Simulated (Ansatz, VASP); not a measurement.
## ZrTi3Si8: VASP beside Ansatz

Contents of POSCAR:

```
ZrTi3Si8
1.0
    4.1967100210     -4.3394488984      0.0000000000
    4.1967100210      4.3394488984      0.0000000000
    0.0000000000      0.0000000000      4.8858151011
Zr Ti Si
1 3 8
Direct
    0.5000000000      0.5000000000      0.0000000000
    0.0000000000      0.5000000000      0.7518204676
    0.5000000000      0.0000000000      0.2481795324
    0.0000000000      0.0000000000      0.5000000000
    0.8448939191      0.3336921780      0.2569439098
    0.3336921780      0.8448939191      0.7430560902
    0.1551060809      0.6663078220      0.2569439098
    0.6663078220      0.1551060809      0.7430560902
    0.6693598140      0.6693598140      0.5000000000
    0.1568668468      0.1568668468      0.0000000000
    0.3306401860      0.3306401860      0.5000000000
    0.8431331532      0.8431331532      0.0000000000
```

The input INCAR.step1:

```
ALGO     = Normal         # electronic algorithm
EDIFF    = 1E-4           # SCF threshold, eV
ENCUT    = 520            # plane-wave cutoff, eV
GGA      = PE             # functional
ISMEAR   = 0              # smearing method
LASPH    = T              # aspherical terms in the spheres
LCHARG   = F              # write CHGCAR
LREAL    = F              # projectors in reciprocal space
LWAVE    = T              # write WAVECAR
NBANDS   = 52             # bands
NELM     = 80             # most SCF steps
PREC     = Accurate       # precision mode
SIGMA    = 0.1            # smearing width, eV
```

Contents of INCAR.step2:

```
ALGO     = Normal         # electronic algorithm
EDIFF    = 1E-6           # SCF threshold, eV
ENCUT    = 520            # plane-wave cutoff, eV
ISIF     = 2              # what is computed and relaxed
ISMEAR   = 0              # smearing method
ISTART   = 1            
LASPH    = T              # aspherical terms in the spheres
LCHARG   = T              # write CHGCAR
LELF     = T              # ELF
LMIXTAU  = T            
LREAL    = F              # projectors in reciprocal space
LVHAR    = T            
LWAVE    = F              # write WAVECAR
METAGGA  = R2SCAN         # meta-GGA
NBANDS   = 52             # bands
NELM     = 80             # most SCF steps
PREC     = Accurate       # precision mode
SIGMA    = 0.1            # smearing width, eV
```

KPOINTS

```
k-points
0
Gamma
  6 6 8
```

Input for Ansatz:

```yaml
crystal:
  lattice:
    - [4.196710021, -4.3394488984, 0.0]
    - [4.196710021, 4.3394488984, 0.0]
    - [0.0, 0.0, 4.8858151011]
  atoms:
    - { symbol: Zr, position: [0.5, 0.5, 0.0] }
    - { symbol: Ti, position: [0.0, 0.5, 0.7518204676] }
    - { symbol: Ti, position: [0.5, 0.0, 0.2481795324] }
    - { symbol: Ti, position: [0.0, 0.0, 0.5] }
    - { symbol: Si, position: [0.8448939191, 0.333692178, 0.2569439098] }
    - { symbol: Si, position: [0.333692178, 0.8448939191, 0.7430560902] }
    - { symbol: Si, position: [0.1551060809, 0.666307822, 0.2569439098] }
    - { symbol: Si, position: [0.666307822, 0.1551060809, 0.7430560902] }
    - { symbol: Si, position: [0.669359814, 0.669359814, 0.5] }
    - { symbol: Si, position: [0.1568668468, 0.1568668468, 0.0] }
    - { symbol: Si, position: [0.330640186, 0.330640186, 0.5] }
    - { symbol: Si, position: [0.8431331532, 0.8431331532, 0.0] }
basis:
  ecutwfc: 500
kpoints:
  mp_grid: { grid: [6, 6, 8] }
  band_path:
    path:
      - [[0.0, 0.0, 0.0], [-0.5, 0.5, 0.0], [-0.48382383, 0.51617617, 0.0]]
      - [[0.48382383, 0.48382383, 0.0], [0.0, 0.0, 0.0], [0.0, 0.0, 0.5], [0.48382383, 0.48382383, 0.5]]
      - [[-0.48382383, 0.51617617, 0.5], [-0.5, 0.5, 0.5], [-0.5, 0.5, 0.0]]
      - [[0.0, 0.0, 0.0], [0.0, 0.5, 0.0], [0.0, 0.5, 0.5], [0.0, 0.0, 0.5], [-0.5, 0.5, 0.5]]
    npoints: 10
hamiltonian:
  xc: r2scan
scf:
  occupations: { method: gaussian, width: 0.1 }
  n_extra_bands: 30
output:
  forces: true
  stress: true
  eigenvalues: true
  populations: true
  dos: { projected: true, de: 0.02, nscf_kmesh: { grid: [8, 8, 10] } }
  bader: false
  write_density: true
  write_potential: true
  elf: true
  volumetric_format: npy
```

Alike in both runs: task single point; functional r2SCAN; k mesh 6 × 6 × 8; occupations gaussian, width 0.1 eV; no spin polarisation.

|  | VASP | Ansatz |
| --- | --- | --- |
| version | VASP 6.6.1 | Ansatz 0.2.0 |
| potentials or method | VASP PAW PBE potentials, release 64 (Zr_sv, Ti_sv, Si), cutoff 520 eV | scalar-relativistic, plane waves, PAW |
| valence electrons in the cell | 80 | 80 |

```csv
,VASP,Ansatz,Ansatz less VASP
gap on the k mesh at the Fermi level (eV),none,none,-
pressure (GPa),-1.6,-1.8,-0.20
"traceless stress, the component that is largest in VASP (GPa)",0.57,0.55,-0.015
rms of the force components (eV/Å),0.025,0.024,-0.0007
```

VASP's potentials were made for PBE, not for r2SCAN. Atom by atom the forces differ by 0.005 eV/Å (rms over components). A gap of «none» marks a metal or a gap that the smearing closes.
